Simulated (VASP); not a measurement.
# Os (P6_3/mmc) in VASP: notebook

Os is run at these levels: PBEsol, PBEsol+D4, PBE+D3(BJ); tasks: single point, relaxation of cell and atoms.

Program: VASP 6.6.1. These are calculated values, not measurements. Logs are shortened: lines on timing, memory, paths and dates and some standing lists are left out, and cuts for length are marked.

## Step 1: The cell of the first run

Symmetry: P6_3/mmc, No. 194, hexagonal system. Conventional cell: a = 2.734 Å, b = 2.734 Å, c = 4.320 Å, α = 90.00°, β = 90.00°, γ = 120.00°. Os (site symmetry -6m2) has 12 Os at 2.68 to 2.73 Å within 3.5 Å.

## Step 2: Single point, PBEsol, non-collinear spin, zero start, spin-orbit coupling

Input file INCAR:

```
SYSTEM = Os
PREC = Accurate ; ENCUT = 520
EDIFF = 1E-6 ; ISMEAR = -1
SIGMA = 0.05 ; LREAL = .FALSE.
LASPH = .TRUE. ; NELM = 150
ALGO = Fast ; ISIF = 2
LWAVE = .FALSE. ; LCHARG = .FALSE.
LNONCOLLINEAR = .TRUE. ; MAGMOM = 0 0 0 0 0 0
LORBIT = 11 ; LSORBIT = .TRUE.
GGA_COMPAT = .FALSE. ; LORBMOM = .TRUE.
LMAXMIX = 4 ; GGA = PS
NBANDS = 28
```

Input file KPOINTS:

```
Automatic mesh
0
G
  11 11 6
  0 0 0
```

Input file POSCAR:

```
Os
1.0
    2.7341000000      0.0000000000      0.0000000000
   -1.3670500000      2.3678000565      0.0000000000
    0.0000000000      0.0000000000      4.3197000000
Os
2
Direct
    0.6666666667      0.3333333333      0.7500000000
    0.3333333333      0.6666666667      0.2500000000
```

Potentials or basis: VASP PAW PBE potentials, release 64 (Os).

Launch:

```bash
cat potpaw_PBE.64/Os/POTCAR > POTCAR
mpirun -np 1 vasp_ncl > vasp.out
```

OUTCAR:

```text
SYSTEM = Os
   PREC = Accurate
   ENCUT = 520
   EDIFF = 1E-6
   ISMEAR = -1
   LREAL = .FALSE.
   LASPH = .TRUE.
   NELM = 150
   ISIF = 2
   LNONCOLLINEAR = .TRUE.
   LORBIT = 11
   LSORBIT = .TRUE.
   GGA = PS

 ion  position               nearest neighbor table
   1  0.667  0.333  0.750-   2 2.68   2 2.68   2 2.68   2 2.68   2 2.68   2 2.68
   2  0.333  0.667  0.250-   1 2.68   1 2.68   1 2.68   1 2.68   1 2.68   1 2.68

  LATTYP: Found a hexagonal cell.
 ALAT       =     2.7341000000
 C/A-ratio  =     1.5799348963

  Lattice vectors:

 A1 = (   2.7341000000,   0.0000000000,   0.0000000000)
 A2 = (  -1.3670500000,   2.3678000565,   0.0000000000)
 A3 = (   0.0000000000,   0.0000000000,   4.3197000000)

Analysis of symmetry for initial positions (statically):
=====================================================================
 Subroutine PRICEL returns:
 Original cell was already a primitive cell.

 Routine SETGRP: Setting up the symmetry group for a
 hexagonal supercell.

 Subroutine GETGRP returns: Found 24 space group operations
 (whereof 12 operations were pure point group operations)
 out of a pool of 24 trial point group operations.

The static configuration has the point symmetry D_3d.
 The point group associated with its full space group is D_6h.

Analysis of symmetry for dynamics (positions and initial velocities):
=====================================================================
 Subroutine PRICEL returns:
 Original cell was already a primitive cell.

 Routine SETGRP: Setting up the symmetry group for a
 hexagonal supercell.

 Subroutine GETGRP returns: Found 24 space group operations
 (whereof 12 operations were pure point group operations)
 out of a pool of 24 trial point group operations.

The dynamic configuration has the point symmetry D_3d.
 The point group associated with its full space group is D_6h.

Analysis of structural, dynamic, and magnetic symmetry:
=====================================================================
 Subroutine PRICEL returns:
 Original cell was already a primitive cell.

 Routine SETGRP: Setting up the symmetry group for a
 hexagonal supercell.

 Subroutine GETGRP returns: Found 24 space group operations
 (whereof 12 operations were pure point group operations)
 out of a pool of 24 trial point group operations.

The overall configuration has the point symmetry D_3d.
 The point group associated with its full space group is D_6h.

 Subroutine INISYM returns: Found 24 space group operations
 (whereof 12 operations are pure point group operations),
 and found     1 'primitive' translations

----------------------------------------------------------------------------------------

                                     Primitive cell

  volume of cell :      27.9649

  direct lattice vectors                    reciprocal lattice vectors
     2.734100000  0.000000000  0.000000000     0.365751070  0.211166479  0.000000000
    -1.367050000  2.367800057  0.000000000     0.000000000  0.422332957  0.000000000
     0.000000000  0.000000000  4.319700000     0.000000000  0.000000000  0.231497558

  length of vectors
     2.734100000  2.734100000  4.319700000     0.422332957  0.422332957  0.231497558

  position of ions in fractional coordinates (direct lattice)
     0.666666667  0.333333333  0.750000000
     0.333333333  0.666666667  0.250000000

  ion indices of the primitive-cell ions
   primitive index   ion index
                 1           1
                 2           2

----------------------------------------------------------------------------------------

 KPOINTS: Automatic mesh

Automatic generation of k-mesh.
 Grid dimensions read from file:
 generate k-points for:   11   11    6

 Generating k-lattice:

  Cartesian coordinates                     Fractional coordinates (reciprocal lattice)
     0.033250097  0.019196953  0.000000000     0.090909091 -0.000000000  0.000000000
     0.000000000  0.038393905  0.000000000     0.000000000  0.090909091  0.000000000
     0.000000000  0.000000000  0.038582926     0.000000000  0.000000000  0.166666667

  Length of vectors
     0.038393905  0.038393905  0.038582926

  Shift w.r.t. Gamma in fractional coordinates (k-lattice)
     0.000000000  0.000000000  0.000000000

 Subroutine IBZKPT returns following result:
 ===========================================

 Found     64 irreducible k-points:

 Following reciprocal coordinates:
            Coordinates               Weight
  0.000000  0.000000  0.000000      1.000000
  0.090909  0.000000  0.000000      6.000000
  0.181818  0.000000  0.000000      6.000000
  0.272727 -0.000000  0.000000      6.000000
  0.363636 -0.000000  0.000000      6.000000
  0.454545  0.000000  0.000000      6.000000
[... 46 lines left out ...]
   TEBEG  =    0.0;   TEEND  =   0.0 temperature during run
   PSTRESS=    0.0 pullay stress
   NELECT =      16.0000    total number of electrons
   NUPDOWN=      -1.0000    fix difference up-down
   EMIN   =  10.00;   EMAX   =-10.00  energy-range for DOS
   EFERMI =   0.00;   METHOD = LEGACY
   ISMEAR =    -1;   SIGMA  =   0.05  broadening in eV -4-tet -1-fermi 0-gaus
   EFERMI_NEDOS =   21; number of points for ismear=-14 and -15
   IALGO  =     68    algorithm
   IMIX   =      4    mixing-type and parameters
     AMIX     =   0.40;   BMIX     =  1.00
     AMIX_MAG =   1.60;   BMIX_MAG =  1.00
  volume/ion in A,a.u.               =      13.98        94.36
  Fermi-wavevector in a.u.,A,eV,Ry     =   1.359076  2.568282 25.131161  1.847088
  Thomas-Fermi vector in A             =   2.485855
   LORBIT       =     11    0 simple, 1 ext, 2 COOP (PROOUT), +10 PAW based schemes
   GGA     = PS    functional components
   LHFCALC =     F    Hartree Fock is set to
   AEXX    =    0.0000 exact exchange contribution
   IVDW    =     0    specifies the selected vdW correction
   LEPSILON=     F    determine dielectric tensor
   LRPA    =     F    only Hartree local field effects (RPA)
 RMM-DIIS sequential band-by-band and
  energy-cutoff  :      520.00
  volume of cell :       27.96
 maximum number of plane-waves:      1536
   NGX = 11   NGY = 11   NGZ = 17

 number of electron      15.9999999 magnetization       0.0000000      0.0000000      0.0000000

 number of electron      15.9999999 magnetization       0.0000000      0.0000000     -0.0000000

 number of electron      15.9999999 magnetization      -0.0000000     -0.0000000      0.0000000

 Free energy of the ion-electron system (eV)
  ---------------------------------------------------
  ext. energy  EPLUGINS =         0.00000000
  ---------------------------------------------------
  free energy    TOTEN  =       -25.13251971 eV

  energy without entropy =      -25.11903904  energy(sigma->0) =      -25.12577937

 E-fermi :   9.3365     XC(G=0): -14.1549

 val. band max:        9.2696756872   @ k =   0.1818   0.0909   0.0000
 cond. band min:       9.3477415823   @ k =   0.3636   0.0909   0.3333
 fundamental gap:      0.0780658951
 Fermi energy:         9.3365391085

 k-point     1 :       0.0000    0.0000    0.0000
  band No.  band energies     occupation
      1      -1.6814      1.00000
      2      -1.6814      1.00000
      3       1.4741      1.00000
      4       1.4741      1.00000
      5       5.8261      1.00000
      6       5.8261      1.00000
[... 733 lines left out ...]
     27      24.2434      0.00000
     28      24.2434      0.00000

 [... further k-points ...]

------------------------ aborting loop because EDIFF is reached ----------------------------------------

  FORCE on cell =-STRESS in cart. coord.  units (eV):
  Direction    XX          YY          ZZ          XY          YZ          ZX
  --------------------------------------------------------------------------------------
  -------------------------------------------------------------------------------------
  Total       -0.3178588     -0.3178588     -0.3963020     -0.0000000      0.0000000      0.0000000
  in kB      -18.2109148    -18.2109148    -22.7051200     -0.0000000      0.0000000      0.0000000
  external PRESSURE =     -19.7089832 kB  Pullay stress =       0.0000000 kB

 VOLUME and BASIS-vectors are now :
 -----------------------------------------------------------------------------
  energy-cutoff  :      520.00
  volume of cell :       27.96
      direct lattice vectors                 reciprocal lattice vectors
     2.734100000  0.000000000  0.000000000     0.365751070  0.211166479  0.000000000
    -1.367050000  2.367800057  0.000000000     0.000000000  0.422332957  0.000000000
     0.000000000  0.000000000  4.319700000     0.000000000  0.000000000  0.231497558

 POSITION                                       TOTAL-FORCE (eV/Angst)
 -----------------------------------------------------------------------------------
      1.36705      0.78927      3.23977         0.000000     -0.000000      0.000000
     -0.00000      1.57853      1.07993        -0.000000      0.000000      0.000000
 -----------------------------------------------------------------------------------
    total drift:                                0.000000     -0.000000      0.000000

  FREE ENERGIE OF THE ION-ELECTRON SYSTEM (eV)
  ---------------------------------------------------
  free  energy   TOTEN  =       -25.1325197055 eV

  energy  without entropy=      -25.1190390411  energy(sigma->0) =      -25.12577937

 orbital moment (x)

 # of ion     p       d       tot
 ----------------------------------------
  1         0.000  -0.000  -0.000
  2        -0.000  -0.000  -0.000
 ----------------------------------------
            0.000  -0.000  -0.000

 orbital moment (y)

 # of ion     p       d       tot
 ----------------------------------------
  1        -0.000   0.000   0.000
  2        -0.000   0.000   0.000
 ----------------------------------------
           -0.000   0.000   0.000

 orbital moment (z)

 # of ion     p       d       tot
 ----------------------------------------
  1         0.000   0.000   0.000
  2         0.000  -0.000  -0.000
 ----------------------------------------
            0.000  -0.000  -0.000

 Spin-Orbit-Coupling matrix elements

 Ion:    1  E_soc:     -0.6638842
 l=   1
     0.0000000    -0.0447599    -0.0436528
    -0.0447599     0.0000000    -0.0447599
    -0.0436528    -0.0447599     0.0000000
 l=   2
     0.0000000    -0.0135958     0.0000000    -0.0135958    -0.0531615
    -0.0135958     0.0000000    -0.0383038    -0.0146171    -0.0135958
     0.0000000    -0.0383038     0.0000000    -0.0383038     0.0000000
    -0.0135958    -0.0146171    -0.0383038     0.0000000    -0.0135958
    -0.0531615    -0.0135958     0.0000000    -0.0135958     0.0000000
 l=   3
     0.0000000     0.0000000     0.0000000     0.0000000     0.0000000     0.0000000     0.0000000
     0.0000000     0.0000000     0.0000000     0.0000000     0.0000000     0.0000000     0.0000000
     0.0000000     0.0000000     0.0000000     0.0000000     0.0000000     0.0000000     0.0000000
     0.0000000     0.0000000     0.0000000     0.0000000     0.0000000     0.0000000     0.0000000
     0.0000000     0.0000000     0.0000000     0.0000000     0.0000000     0.0000000     0.0000000
     0.0000000     0.0000000     0.0000000     0.0000000     0.0000000     0.0000000     0.0000000
     0.0000000     0.0000000     0.0000000     0.0000000     0.0000000     0.0000000     0.0000000

 Ion:    2  E_soc:     -0.6638842
 l=   1
     0.0000000    -0.0447599    -0.0436528
    -0.0447599     0.0000000    -0.0447599
    -0.0436528    -0.0447599     0.0000000
 l=   2
     0.0000000    -0.0135958     0.0000000    -0.0135958    -0.0531615
    -0.0135958     0.0000000    -0.0383038    -0.0146171    -0.0135958
     0.0000000    -0.0383038     0.0000000    -0.0383038     0.0000000
    -0.0135958    -0.0146171    -0.0383038     0.0000000    -0.0135958
    -0.0531615    -0.0135958     0.0000000    -0.0135958     0.0000000
 l=   3
     0.0000000     0.0000000     0.0000000     0.0000000     0.0000000     0.0000000     0.0000000
     0.0000000     0.0000000     0.0000000     0.0000000     0.0000000     0.0000000     0.0000000
     0.0000000     0.0000000     0.0000000     0.0000000     0.0000000     0.0000000     0.0000000
     0.0000000     0.0000000     0.0000000     0.0000000     0.0000000     0.0000000     0.0000000
     0.0000000     0.0000000     0.0000000     0.0000000     0.0000000     0.0000000     0.0000000
     0.0000000     0.0000000     0.0000000     0.0000000     0.0000000     0.0000000     0.0000000
     0.0000000     0.0000000     0.0000000     0.0000000     0.0000000     0.0000000     0.0000000

 total charge

# of ion       s       p       d       tot
------------------------------------------
    1        0.660   0.802   6.016   7.478
    2        0.660   0.802   6.016   7.478
--------------------------------------------------
tot          1.321   1.603  12.032  14.956

 magnetization (x)

# of ion       s       p       d       tot
------------------------------------------
    1        0.000   0.000   0.000   0.000
    2        0.000   0.000   0.000   0.000
--------------------------------------------------
tot          0.000   0.000   0.000   0.000

 magnetization (y)

# of ion       s       p       d       tot
------------------------------------------
    1        0.000   0.000   0.000   0.000
    2        0.000   0.000   0.000   0.000
--------------------------------------------------
tot          0.000   0.000   0.000   0.000

 magnetization (z)

# of ion       s       p       d       tot
------------------------------------------
    1        0.000   0.000   0.000   0.000
    2        0.000   0.000   0.000   0.000
--------------------------------------------------
tot          0.000   0.000   0.000   0.000
```

It took 1.9 min on 1 thread of Intel Xeon Platinum 8375C at 2.90GHz (Ice Lake), shared host; peak memory 0.23 GiB.

What came out:

| Property | Result |
| --- | --- |
| Free energy | -25.1325 eV |
| Pressure | -2.0 GPa |
| Net moment | 0.00 μB per cell |
| Valence electrons inside the program's atomic spheres | Os 7.48 |

Stress tensor (GPa, compression positive):
```
-1.82  0.00  0.00
 0.00 -1.82  0.00
 0.00  0.00 -2.27
```

Moments on the atoms (μB; x, y, z):
```
Os  0.00 0.00 0.00
Os  0.00 0.00 0.00
```

Caveat: the PAW data sets were made with another functional, which shifts forces and pressure a little.

## Step 3: Single point, PBEsol+D4

This run uses another cell than the first one, of 13.76 Å³/atom, 0.984 times its volume.

Input file INCAR:

```
SYSTEM = Os
ALGO = Normal
EDIFF = 1E-6
ENCUT = 520
GGA = PS
ISIF = 2
ISMEAR = -1
IVDW = 13
LASPH = .True.
LCHARG = .False.
LREAL = .False.
LWAVE = .False.
NBANDS = 15
NELM = 100
PREC = Accurate
SIGMA = 0.05
```

Input file KPOINTS:

```
k-points
0
Gamma
  11 11 6
  0 0 0
```

Input file POSCAR:

```
Os
1.0
    2.7187059240      0.0000000000      0.0000000000
   -1.3593529620      2.3544683956      0.0000000000
    0.0000000000      0.0000000000      4.2987651272
Os
2
Direct
    0.6666666667      0.3333333333      0.7500000000
    0.3333333333      0.6666666667      0.2500000000
```

Potentials or basis: VASP PAW PBE potentials, release 64 (Os).

Launch:

```bash
cat potpaw_PBE.64/Os/POTCAR > POTCAR
mpirun -np 1 vasp_std > vasp.out
```

Run time: 20 s. Hardware: 1 thread of Intel Xeon Platinum 8488C (Sapphire Rapids), shared host; peak memory 0.15 GiB.

Results (log left out):

| Item | Value |
| --- | --- |
| Free energy | -25.2974 eV |
| Pressure | 0.7 GPa |
| Band gap on the k mesh | zero (band 8 reaches 11.73 eV, above the bottom of band 9 at 7.73 eV) |
| Dispersion energy per atom | -0.413 eV |

Stress tensor (GPa, compression positive):
```
0.68 0.00 0.00
0.00 0.68 0.00
0.00 0.00 0.60
```

Levels at points of the mesh, in eV from the Fermi level:
```tsv
k point	band 6	band 7	band 8	band 9	band 10	band 11
(0.00, 0.00, 0.00)	-2.23	-2.23	-1.55	-1.55	0.03	1.78
(0.00, 0.00, 0.50)	-3.29	-3.29	-3.29	0.97	0.97	0.97
```

Caveat: the PAW data sets were made with another functional, which shifts forces and pressure a little; spin-orbit coupling is left out, which moves the levels of the heavy elements; pairwise dispersion overbinds metals, which lowers pressure and volume.

## Step 4: Single point, PBE+D3(BJ)

This run uses another cell than the first one, of 14.02 Å³/atom, 1.003 times its volume.

Input file INCAR:

```
PREC     = Accurate       # precision mode
ENCUT    = 520            # plane-wave cutoff, eV
EDIFF    = 1E-6           # SCF threshold, eV
ISMEAR   = -1             # smearing method
SIGMA    = 0.05           # smearing width, eV
LREAL    = False          # projectors in reciprocal space
LASPH    = True           # aspherical terms in the spheres
NELM     = 100            # most SCF steps
ALGO     = Normal         # electronic algorithm
ISIF     = 2              # what is computed and relaxed
LWAVE    = False          # write WAVECAR
LCHARG   = False          # write CHGCAR
GGA      = PE             # functional
IVDW     = 12             # dispersion correction
NBANDS   = 15             # bands
```

Input file KPOINTS:

```
regular mesh
0
Gamma
  11 11 6
```

Input file POSCAR:

```
Os
1.0
    2.7358795823      0.0000000000      0.0000000000
   -1.3679397912      2.3693412200      0.0000000000
    0.0000000000      0.0000000000      4.3249672868
Os
2
Direct
    0.6666666667      0.3333333333      0.7500000000
    0.3333333333      0.6666666667      0.2500000000
```

Launch:

```bash
cat potpaw_PBE.64/Os/POTCAR > POTCAR
mpirun -np 1 vasp_std > vasp.out
```

Run time: 19 s. Hardware: 1 thread of Intel Xeon Platinum 8488C (Sapphire Rapids), shared host; peak memory 0.16 GiB.

It converged, with:

- Free energy: -23.7833 eV
- Pressure: 0.0 GPa
- Band gap on the k mesh: zero (band 8 reaches 11.53 eV, above the bottom of band 9 at 7.66 eV)
- Dispersion energy per atom: -0.653 eV

Stress tensor (GPa, compression positive):
```
 0.07  0.00  0.00
 0.00  0.07  0.00
 0.00  0.00 -0.08
```

Levels at points of the mesh, in eV from the Fermi level:
| k point | band 6 | band 7 | band 8 | band 9 | band 10 | band 11 |
| --- | --- | --- | --- | --- | --- | --- |
| (0.00, 0.00, 0.00) | -2.16 | -2.16 | -1.51 | -1.51 | 0.06 | 1.73 |
| (0.00, 0.00, 0.50) | -3.19 | -3.19 | -3.19 | 0.94 | 0.94 | 0.94 |

Caveat: spin-orbit coupling is left out, which moves the levels of the heavy elements; pairwise dispersion overbinds metals, which lowers pressure and volume.

(Continued in part 2 of 2.)
